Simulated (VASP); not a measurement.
GaN, 16 atoms in the cell. It takes space group P6_3mc (No. 186, hexagonal). The conventional cell has a = 3.218 Å, b = 3.218 Å, c = 5.243 Å, α = 90.00°, β = 90.00°, γ = 120.00°. Ga (site symmetry 3m) has 4 N at 1.97 to 1.98 Å within 2.6 Å. N (site symmetry 3m) has 4 Ga at 1.97 to 1.98 Å within 2.6 Å. 

| Quantity | Value |
| --- | --- |
| Program | VASP 6.6.1 |
| Task | single point |
| Functional | PBE |
| Potentials or basis | VASP PAW PBE potentials, release 64 (Ga_d, N) |
| Cutoff | 520 eV |
| k mesh | 3 × 3 × 3 |
| Occupations | gaussian, width 0.01 eV |
| Spin | no spin polarisation |
| Dipole correction | no |
| Further INCAR settings | LREAL = Auto; ALGO = Normal; EDIFF = 1e-06; NBANDS = 86 |

Potentials or basis: VASP PAW PBE potentials, release 64 (Ga_d, N).

Launch:

```sh
$ cat potpaw_PBE.64/Ga_d/POTCAR potpaw_PBE.64/N/POTCAR > POTCAR
$ mpirun -np 1 vasp_std > vasp.out
```

Hardware: 1 thread of AMD EPYC 7R13 (shared host).

Question: Estimate the wall time of this run.

Answer: Wall time 5.2 min on 1 thread of AMD EPYC 7R13, on a shared host, peak memory 0.28 GiB. Counts: scf iterations 15, k points 6.
